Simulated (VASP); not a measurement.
# Hf3Si2 (Pmc2_1) in VASP: further runs

Runs on Hf3Si2. Level: PBEsol. Tasks: single point.

Program: VASP 6.6.1. These are calculated values, not measurements. Logs are shortened: lines on timing, memory, paths and dates and some standing lists are left out, and cuts for length are marked.

## Step 1: The cell of the first run

Symmetry: Pmc2_1, No. 26, orthorhombic system. The conventional cell has a = 3.607 Å, b = 6.976 Å, c = 6.976 Å, α = 90.00°, β = 90.00°, γ = 90.00°. Within 3.7 Å of Hf (site symmetry m) lie 6 Si at 2.63 to 2.80 Å and 11 Hf at 3.15 to 3.65 Å. Within 3.7 Å of Hf (site symmetry m) lie 6 Si at 2.59 to 2.93 Å and 11 Hf at 3.15 to 3.65 Å. Within 3.4 Å of Hf (site symmetry m) lie 4 Si at 2.57 to 2.95 Å and 8 Hf at 3.15 Å. Within 3.2 Å of Si (site symmetry m) lie 1 Si at 2.44 Å and 8 Hf at 2.63 to 2.95 Å. Si (site symmetry m) has 1 Si at 2.44 Å and 8 Hf at 2.57 to 2.93 Å within 3.2 Å.

## Step 2: Single point, PBEsol (all Si atoms moved -0.200 Å, as atom 7 along Cartesian [0 1 0])

INCAR

```
SYSTEM = Hf3Si2
PREC = Accurate ; ENCUT = 520
EDIFF = 1E-6 ; ISMEAR = 0
SIGMA = 0.15 ; LREAL = .False.
LASPH = .True. ; NELM = 60
ALGO = Fast ; ISIF = 2
LWAVE = .False. ; LCHARG = .True.
GGA = PS ; LELF = .True.
LVHAR = .True. ; NBANDS = 49
```

KPOINTS

```
regular mesh
0
Gamma
  6 6 12
  0 0 0
```

POSCAR

```
Hf3Si2
1.0
    6.9764609887      0.0000000000      0.0000000000
    0.0000000000      6.9764609887      0.0000000000
    0.0000000000      0.0000000000      3.6070281186
Hf Si
6 4
Direct
    0.6738642686      0.8261357314      0.5000000000
    0.8261357314      0.3261357314      0.5000000000
    0.3261357314      0.1738642686      0.5000000000
    0.1738642686      0.6738642686      0.5000000000
    0.5000000000      0.5000000000      0.0000000000
    0.0000000000      0.0000000000      0.0000000000
    0.6238117757      0.0951439454      0.0000000000
    0.8761882243      0.5951439454      0.0000000000
    0.1238117757      0.3475203940      0.0000000000
    0.3761882243      0.8475203940      0.0000000000
```

Potentials or basis: VASP PAW PBE potentials, release 64 (Hf_pv, Si).

On the command line:

```sh
cat potpaw_PBE.64/Hf_pv/POTCAR potpaw_PBE.64/Si/POTCAR > POTCAR
mpirun -np 1 vasp_std > vasp.out
```

OUTCAR:

```text
SYSTEM = Hf3Si2
   PREC = Accurate
   ENCUT = 520
   EDIFF = 1E-6
   ISMEAR = 0
   LREAL = .False.
   LASPH = .True.
   NELM = 60
   ISIF = 2
   GGA = PS

 ion  position               nearest neighbor table
   1  0.674  0.826  0.500-   7 2.63   7 2.63  10 2.75  10 2.75   8 2.80   8 2.80   6 3.15   6 3.15
                             5 3.15   5 3.15   3 3.43   2 3.65   4 3.65   2 3.65   4 3.65
   2  0.826  0.326  0.500-   8 2.63   8 2.63   9 2.75   9 2.75   7 2.80   7 2.80   6 3.15   6 3.15
                             5 3.15   5 3.15   4 3.43   3 3.65   1 3.65   1 3.65   3 3.65
   3  0.326  0.174  0.500-   9 2.59   9 2.59   7 2.80   7 2.80  10 2.93  10 2.93   6 3.15   6 3.15
                             5 3.15   5 3.15   1 3.43   2 3.65   4 3.65   4 3.65   2 3.65
   4  0.174  0.674  0.500-  10 2.59  10 2.59   8 2.80   8 2.80   9 2.93   9 2.93   6 3.15   6 3.15
                             5 3.15   5 3.15   2 3.43   1 3.65   3 3.65   3 3.65   1 3.65
   5  0.500  0.500  0.000-  10 2.57   8 2.71   9 2.83   7 2.95   1 3.15   2 3.15   3 3.15   4 3.15
                             1 3.15   2 3.15   3 3.15   4 3.15
   6  0.000  0.000  0.000-   9 2.57   7 2.71  10 2.83   8 2.95   1 3.15   2 3.15   3 3.15   4 3.15
                             1 3.15   2 3.15   3 3.15   4 3.15
   7  0.624  0.095  0.000-  10 2.44   1 2.63   1 2.63   6 2.71   2 2.80   2 2.80   3 2.80   3 2.80
                             5 2.95
   8  0.876  0.595  0.000-   9 2.44   2 2.63   2 2.63   5 2.71   1 2.80   1 2.80   4 2.80   4 2.80
                             6 2.95
   9  0.124  0.348  0.000-   8 2.44   6 2.57   3 2.59   3 2.59   2 2.75   2 2.75   5 2.83   4 2.93
                             4 2.93
  10  0.376  0.848  0.000-   7 2.44   5 2.57   4 2.59   4 2.59   1 2.75   1 2.75   6 2.83   3 2.93
                             3 2.93

  LATTYP: Found a simple tetragonal cell.
 ALAT       =     6.9764609887
 C/A-ratio  =     0.5170283507

  Lattice vectors:

 A1 = (   6.9764609887,   0.0000000000,   0.0000000000)
 A2 = (   0.0000000000,   6.9764609887,   0.0000000000)
 A3 = (   0.0000000000,   0.0000000000,   3.6070281186)

Analysis of symmetry for initial positions (statically):
=====================================================================
 Subroutine PRICEL returns:
 Original cell was already a primitive cell.

 Routine SETGRP: Setting up the symmetry group for a
 simple tetragonal supercell.

 Subroutine GETGRP returns: Found  4 space group operations
 (whereof  2 operations were pure point group operations)
 out of a pool of 16 trial point group operations.

The static configuration has the point symmetry C_1h.
 The point group associated with its full space group is C_2v.

Analysis of symmetry for dynamics (positions and initial velocities):
=====================================================================
 Subroutine PRICEL returns:
 Original cell was already a primitive cell.

 Routine SETGRP: Setting up the symmetry group for a
 simple tetragonal supercell.

 Subroutine GETGRP returns: Found  4 space group operations
 (whereof  2 operations were pure point group operations)
 out of a pool of 16 trial point group operations.

The dynamic configuration has the point symmetry C_1h.
 The point group associated with its full space group is C_2v.

 Subroutine INISYM returns: Found  4 space group operations
 (whereof  2 operations are pure point group operations),
 and found     1 'primitive' translations

----------------------------------------------------------------------------------------

                                     Primitive cell

  volume of cell :     175.5577

  direct lattice vectors                    reciprocal lattice vectors
     6.976460989  0.000000000  0.000000000     0.143339152  0.000000000  0.000000000
     0.000000000  6.976460989  0.000000000     0.000000000  0.143339152  0.000000000
     0.000000000  0.000000000  3.607028119     0.000000000  0.000000000  0.277236541

  length of vectors
[... 24 lines left out ...]
                 9           9
                10          10

----------------------------------------------------------------------------------------

 KPOINTS: regular mesh

Automatic generation of k-mesh.
 Grid dimensions read from file:
 generate k-points for:    6    6   12

 Generating k-lattice:

  Cartesian coordinates                     Fractional coordinates (reciprocal lattice)
     0.023889859  0.000000000  0.000000000     0.166666667  0.000000000  0.000000000
     0.000000000  0.023889859  0.000000000     0.000000000  0.166666667  0.000000000
     0.000000000  0.000000000  0.023103045     0.000000000  0.000000000  0.083333333

  Length of vectors
     0.023889859  0.023889859  0.023103045

  Shift w.r.t. Gamma in fractional coordinates (k-lattice)
     0.000000000  0.000000000  0.000000000

 Subroutine IBZKPT returns following result:
 ===========================================

 Found    112 irreducible k-points:

 Following reciprocal coordinates:
            Coordinates               Weight
  0.000000  0.000000  0.000000      1.000000
  0.166667  0.000000  0.000000      2.000000
  0.000000  0.166667  0.000000      2.000000
  0.333333  0.000000  0.000000      2.000000
  0.000000  0.333333  0.000000      2.000000
  0.500000  0.000000  0.000000      1.000000
[... 16 lines left out ...]
  0.000000  0.500000  0.083333      2.000000
  0.166667  0.166667  0.083333      8.000000
 [... further k-points ...]
   k-points           NKPTS =    112   k-points in BZ     NKDIM =    112   number of bands    NBANDS=     49
   number of dos      NEDOS =    301   number of ions     NIONS =     10
   total plane-waves  NPLWV =  81648
   dimension x,y,z NGX =    54 NGY =   54 NGZ =   28
   dimension x,y,z NGXF=   108 NGYF=  108 NGZF=   56
   ions per type =               6   4
   NGX,Y,Z   is equivalent  to a cutoff of  12.87, 12.87, 12.91 a.u.
   NGXF,Y,Z  is equivalent  to a cutoff of  25.74, 25.74, 25.81 a.u.
 SYSTEM =  Hf3Si2
   PREC   = accura    normal or accurate (medium, high low for compatibility)
   ISTART =      0    job   : 0-new  1-cont  2-samecut
   ICHARG =      2    charge: 1-file 2-atom 10-const
   ISPIN  =      1    spin polarized calculation?
   LNONCOLLINEAR =      F non collinear calculations
   LSORBIT =      F    spin-orbit coupling
   LASPH  =      T    aspherical Exc in radial PAW
   ENCUT  =  520.0 eV  38.22 Ry    6.18 a.u.  12.97 12.97  6.71*2*pi/ulx,y,z
   NELM   =     60;   NELMIN=  2; NELMDL= -5     # of ELM steps
   EDIFF  = 0.1E-05   stopping-criterion for ELM
   LREAL  =      F    real-space projection
   EDIFFG = 0.1E-04   stopping-criterion for IOM
   NSW    =      0    number of steps for IOM
   IBRION =     -1    ionic relax: 0-MD 1-quasi-New 2-CG
   NFREE  =      0    steps in history (QN), initial steepest desc. (CG)
   ISIF   =      2    stress and relaxation
   ISYM   =      2    0-nonsym 1-usesym 2-fastsym
   POTIM  = 0.5000    time-step for ionic-motion
   TEBEG  =    0.0;   TEEND  =   0.0 temperature during run
   PSTRESS=    0.0 pullay stress
   NELECT =      76.0000    total number of electrons
   NUPDOWN=      -1.0000    fix difference up-down
   EMIN   =  10.00;   EMAX   =-10.00  energy-range for DOS
   EFERMI =   0.00;   METHOD = LEGACY
   ISMEAR =     0;   SIGMA  =   0.15  broadening in eV -4-tet -1-fermi 0-gaus
   EFERMI_NEDOS =   21; number of points for ismear=-14 and -15
   IALGO  =     68    algorithm
   IMIX   =      4    mixing-type and parameters
     AMIX     =   0.40;   BMIX     =  1.00
     AMIX_MAG =   1.60;   BMIX_MAG =  1.00
  volume/ion in A,a.u.               =      17.56       118.47
  Fermi-wavevector in a.u.,A,eV,Ry     =   1.238434  2.340300 20.867498  1.533718
  Thomas-Fermi vector in A             =   2.372959
   LORBIT       =      0    0 simple, 1 ext, 2 COOP (PROOUT), +10 PAW based schemes
   GGA     = PS    functional components
   LHFCALC =     F    Hartree Fock is set to
   AEXX    =    0.0000 exact exchange contribution
   IVDW    =     0    specifies the selected vdW correction
   LEPSILON=     F    determine dielectric tensor
   LRPA    =     F    only Hartree local field effects (RPA)
 non-spin polarized calculation
 RMM-DIIS sequential band-by-band and
 Gauss-broadening in eV      SIGMA  =   0.15
  energy-cutoff  :      520.00
  volume of cell :      175.56
 maximum number of plane-waves:      4780
 NGX is ok and might be reduce to    54
   NGX = 25   NGY = 25   NGZ = 13

 number of electron      76.0000009 magnetization

 Free energy of the ion-electron system (eV)
  ---------------------------------------------------
  ext. energy  EPLUGINS =         0.00000000
  ---------------------------------------------------
  free energy    TOTEN  =       -93.97570763 eV

  energy without entropy =      -93.89786587  energy(sigma->0) =      -93.93678675

 E-fermi :   6.5663     XC(G=0): -11.7264

 val. band max:        6.5657842565   @ k =  -0.1667   0.3333   0.0000
 cond. band min:       6.5680341581   @ k =   0.5000   0.0000   0.3333
 fundamental gap:      0.0022499016
 Fermi energy:         6.5663451140

 k-point     1 :       0.0000    0.0000    0.0000
  band No.  band energies     occupation
      1     -23.7341      2.00000
      2     -23.7270      2.00000
      3     -23.6777      2.00000
      4     -23.6075      2.00000
      5     -23.5680      2.00000
      6     -23.5437      2.00000
[... 1237 lines left out ...]
     48       9.7475      0.00000
     49      10.1975      0.00000

 [... further k-points ...]

------------------------ aborting loop because EDIFF is reached ----------------------------------------

  FORCE on cell =-STRESS in cart. coord.  units (eV):
  Direction    XX          YY          ZZ          XY          YZ          ZX
  --------------------------------------------------------------------------------------
  -------------------------------------------------------------------------------------
  Total        0.5181694      3.2228870      2.5318087      0.0000000      0.0000000      0.0000000
  in kB        4.7289260     29.4127611     23.1058314      0.0000000      0.0000000      0.0000000
  external PRESSURE =      19.0825062 kB  Pullay stress =       0.0000000 kB

 VOLUME and BASIS-vectors are now :
 -----------------------------------------------------------------------------
  energy-cutoff  :      520.00
  volume of cell :      175.56
      direct lattice vectors                 reciprocal lattice vectors
     6.976460989  0.000000000  0.000000000     0.143339152  0.000000000  0.000000000
     0.000000000  6.976460989  0.000000000     0.000000000  0.143339152  0.000000000
     0.000000000  0.000000000  3.607028119     0.000000000  0.000000000  0.277236541

 POSITION                                       TOTAL-FORCE (eV/Angst)
 -----------------------------------------------------------------------------------
      4.70119      5.76350      1.80351         0.365892     -1.328457      0.000000
      5.76350      2.27527      1.80351        -0.365892     -1.328457      0.000000
      2.27527      1.21296      1.80351         0.620569     -1.056348      0.000000
      1.21296      4.70119      1.80351        -0.620569     -1.056348      0.000000
      3.48823      3.48823      0.00000         0.111839     -1.391745      0.000000
      0.00000      0.00000      0.00000        -0.111839     -1.391745      0.000000
      4.35200      0.66377      0.00000        -0.121624      1.829355      0.000000
      6.11269      4.15200      0.00000         0.121624      1.829355      0.000000
      0.86377      2.42446      0.00000        -0.092738      1.947196      0.000000
      2.62446      5.91269      0.00000         0.092738      1.947196      0.000000
 -----------------------------------------------------------------------------------
    total drift:                               -0.000000     -0.000065     -0.000000

  FREE ENERGIE OF THE ION-ELECTRON SYSTEM (eV)
  ---------------------------------------------------
  free  energy   TOTEN  =       -93.9757076321 eV

  energy  without entropy=      -93.8978658662  energy(sigma->0) =      -93.93678675
```

It took 9.8 min on 1 thread of Intel Xeon 6975P-C (Granite Rapids), shared host; peak memory 0.76 GiB.

What came out:

* Free energy: -93.9757 eV
* Pressure: 1.9 GPa
* Largest force: 1.949 eV/Å
* Band gap on the k mesh: zero (bands 38 and 39 overlap by 1.39 eV)

Forces on the atoms (eV/Å):
```
Hf   0.366 -1.328  0.000
Hf  -0.366 -1.328  0.000
Hf   0.621 -1.056  0.000
Hf  -0.621 -1.056  0.000
Hf   0.112 -1.392  0.000
Hf  -0.112 -1.392  0.000
Si  -0.122  1.829  0.000
Si   0.122  1.829  0.000
Si  -0.093  1.947  0.000
Si   0.093  1.947  0.000
```

Levels at points of the mesh, in eV from the Fermi level:
```tsv
k point	band 34	band 35	band 36	band 37	band 38	band 39	band 40	band 41	band 42	band 43
(0.00, 0.00, 0.00)	-0.72	-0.60	-0.40	-0.08	-0.06	0.95	1.20	1.55	1.60	1.93
(0.50, 0.00, 0.00)	-1.23	-0.56	-0.06	0.57	0.63	0.76	0.96	1.44	1.53	1.84
(0.00, 0.50, 0.00)	-1.28	-0.33	-0.33	0.63	0.63	0.88	0.88	1.47	1.47	1.81
(0.50, 0.50, 0.00)	-1.02	-0.37	-0.37	-0.08	-0.08	0.34	0.34	1.31	1.31	2.17
(0.00, 0.00, 0.50)	-1.31	-0.67	-0.18	0.17	0.18	0.20	0.48	0.69	0.84	0.88
(0.50, 0.00, 0.50)	-1.43	-1.03	-0.91	-0.51	-0.50	-0.11	0.00	1.81	2.10	2.58
(0.00, 0.50, 0.50)	-1.53	-1.00	-1.00	-0.48	-0.48	-0.06	-0.06	1.96	1.96	2.78
(0.50, 0.50, 0.50)	-1.32	-1.19	-1.19	-0.68	-0.68	-0.65	-0.65	2.06	2.06	3.63
```

Caveat: the cell differs from its parent crystal (all Si atoms moved -0.200 Å, as atom 7 along Cartesian [0 1 0]); the PAW data sets were made with another functional, which shifts forces and pressure a little; spin-orbit coupling is left out, which moves the levels of the heavy elements.

## Step 3: Single point, PBEsol (all Si atoms moved +0.150 Å, as atom 7 along Cartesian [0 1 0])

INCAR

```
ALGO = Fast ; EDIFF = 1E-6
ENCUT = 520 ; GGA = PS
ISIF = 2 ; ISMEAR = 0
LASPH = True ; LCHARG = False
LREAL = False ; LWAVE = False
NBANDS = 49 ; NELM = 100
PREC = Accurate ; SIGMA = 0.15
```

KPOINTS

```
k-points
0
Gamma
  6 6 12
```

Edit POSCAR of step 2 so:

```diff
@@ -14,5 +14,5 @@
     0.0000000000      0.0000000000      0.0000000000
-    0.6238117757      0.0951439454      0.0000000000
-    0.8761882243      0.5951439454      0.0000000000
-    0.1238117757      0.3475203940      0.0000000000
-    0.3761882243      0.8475203940      0.0000000000
+    0.6238117757      0.1453126485      0.0000000000
+    0.8761882243      0.6453126485      0.0000000000
+    0.1238117757      0.3976890971      0.0000000000
+    0.3761882243      0.8976890971      0.0000000000
```

Potentials or basis: VASP PAW PBE potentials, release 64 (Hf_pv, Si).

On the command line:

```sh
cat potpaw_PBE.64/Hf_pv/POTCAR potpaw_PBE.64/Si/POTCAR > POTCAR
mpirun -np 1 vasp_std > vasp.out
```

Wall time 40 min (1 thread of Intel Xeon 8259CL, shared host); peak memory 0.77 GiB.

It converged, with:

| Item | Value |
| --- | --- |
| Free energy | -94.3036 eV |
| Pressure | 1.1 GPa |
| Largest force | 1.428 eV/Å |
| Band gap on the k mesh | zero (bands 38 and 39 overlap by 1.39 eV) |

Forces on the atoms (eV/Å):
```
Hf  -0.440  0.818  0.000
Hf   0.440  0.818  0.000
Hf  -0.289  0.964  0.000
Hf   0.289  0.964  0.000
Hf  -0.075  1.006  0.000
Hf   0.075  1.006  0.000
Si  -0.065 -1.427  0.000
Si   0.065 -1.427  0.000
Si  -0.063 -1.362  0.000
Si   0.063 -1.362  0.000
```

Stress tensor (GPa, compression positive):
```
0.25 0.00 0.00
0.00 1.66 0.00
0.00 0.00 1.38
```

Levels at points of the mesh, in eV from the Fermi level:
```csv
k point,band 34,band 35,band 36,band 37,band 38,band 39,band 40,band 41,band 42,band 43
"(0.00, 0.00, 0.00)",-0.69,-0.61,-0.42,-0.14,-0.07,0.99,1.24,1.57,1.60,1.91
"(0.50, 0.00, 0.00)",-1.26,-0.47,-0.08,0.57,0.62,0.80,0.95,1.47,1.54,1.85
"(0.00, 0.50, 0.00)",-1.31,-0.29,-0.29,0.62,0.62,0.89,0.89,1.49,1.49,1.84
"(0.50, 0.50, 0.00)",-1.00,-0.31,-0.31,-0.10,-0.10,0.31,0.31,1.31,1.31,2.16
"(0.00, 0.00, 0.50)",-1.32,-0.67,-0.15,0.15,0.17,0.17,0.49,0.68,0.85,0.87
"(0.50, 0.00, 0.50)",-1.46,-1.03,-0.93,-0.50,-0.49,-0.10,-0.02,1.86,2.09,2.64
"(0.00, 0.50, 0.50)",-1.54,-1.00,-1.00,-0.49,-0.49,-0.06,-0.06,1.98,1.98,2.78
"(0.50, 0.50, 0.50)",-1.35,-1.18,-1.18,-0.67,-0.67,-0.66,-0.66,2.07,2.07,3.68
```

Caveat: the cell differs from its parent crystal (all Si atoms moved +0.150 Å, as atom 7 along Cartesian [0 1 0]); the PAW data sets were made with another functional, which shifts forces and pressure a little; spin-orbit coupling is left out, which moves the levels of the heavy elements.
